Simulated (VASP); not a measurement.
Tl2Pd: single point with LDA

Crystal: Tl2Pd.

```
CELL_PARAMETERS angstrom
-3.35600 3.35600 2.87400
3.35600 -3.35600 2.87400
3.35600 3.35600 -2.87400
ATOMIC_POSITIONS crystal
Tl 0.66560 0.16560 0.83120
Tl 0.83440 0.66560 0.50000
Tl 0.16560 0.33440 0.50000
Tl 0.33440 0.83440 0.16880
Pd 0.25000 0.25000 0.00000
Pd 0.75000 0.75000 0.00000
```

```json
{
  "Program": "VASP 6.6.1",
  "Task": "single point",
  "Functional": "LDA",
  "Potentials or basis": "VASP PAW LDA potentials, release 64 (Tl_d, Pd)",
  "Cutoff": "500 eV",
  "k mesh": "5 × 5 × 5",
  "Occupations": "fermi-dirac, width 0.15 eV",
  "Spin": "no spin polarisation"
}
```

The pressure is -2.0 GPa, the largest force is 0.026 eV/Å and the band gap on the k mesh is zero (bands 36 and 37 overlap by 0.90 eV).

Forces on the atoms (eV/Å):
```
Tl   0.019  0.019  0.000
Tl   0.019 -0.019  0.000
Tl  -0.019  0.019  0.000
Tl  -0.019 -0.019  0.000
Pd   0.000  0.000  0.000
Pd   0.000  0.000  0.000
```

Stress tensor (GPa, compression positive):
```
-2.18  0.00  0.00
 0.00 -2.18  0.00
 0.00  0.00 -1.73
```

Levels at points of the mesh, in eV from the Fermi level:
```
           k point  band 33  band 34  band 35  band 36  band 37  band 38  band 39  band 40
(0.00, 0.00, 0.00)    -1.89    -1.62    -0.40    -0.23    -0.23     0.18     0.70     0.70
```

Wall time 2 min on 1 thread of Intel(R) Xeon(R) Platinum 8259CL CPU @ 2.50GHz (Skylake/Cascade Lake) (shared host), peak memory 0.24 GiB.

Caveat: spin-orbit coupling is left out, which moves the levels of the heavy elements.
